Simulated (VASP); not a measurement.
A run of VASP 6.6.1 is set up as follows.

Contents of INCAR:

```
SYSTEM = ZnS
ALGO = Normal
EDIFF = 1E-6
ENCUT = 520
GGA = PE
ISIF = 2
ISMEAR = 0
LASPH = .TRUE.
LCHARG = .TRUE.
LELF = .TRUE.
LREAL = .FALSE.
LVHAR = .TRUE.
LWAVE = .FALSE.
NBANDS = 66
NELM = 60
PREC = Accurate
SIGMA = 0.05
```

File KPOINTS:

```
k-points
0
G
  8 8 2
  0 0 0
```

The input POSCAR:

```
ZnS
1.0
   -3.8462043731      0.0000000000      0.0000000000
   -1.9231021865     -3.3309106952      0.0000000000
   -4.3271722299     -2.4982940518     18.8985751533
Zn S
6 6
Direct
   -0.3211123330     -0.3211123330      0.7706488596
    0.3872376670      0.3872376670      0.2706488596
    0.1371526216      0.1371526216      0.6040807676
    0.8455026216      0.8455026216      0.1040807676
   -0.1129215138     -0.1129215138      0.9374981296
    0.5954284862      0.5954284862      0.4374981296
    0.2934881490      0.2934881490      0.3956426616
    0.5851381490      0.5851381490      0.8956426616
    0.2100381816      0.2100381816      0.0624796476
    0.5016881816      0.5016881816      0.5624796476
    0.0435798381      0.0435798381      0.7288389341
    0.7519298381      0.7519298381      0.2288389341
```

Potentials or basis: VASP PAW PBE potentials, release 64 (Zn, S).

The run is started by

```bash
$ cat potpaw_PBE.64/Zn/POTCAR potpaw_PBE.64/S/POTCAR > POTCAR
$ mpirun -np 1 vasp_std > vasp.out
```

Task: Predict the largest force.

Result: 0.486 eV/Å.

Task: Predict the band gap on the k mesh.

Result: 1.47 eV.

Stress tensor (GPa, compression positive):
```
-0.31  0.43  0.06
 0.43 -0.81  0.03
 0.06  0.03  0.19
```

Caveat: the cell differs from its parent crystal (the part above a cut slid along it). A k mesh can miss the band edges.
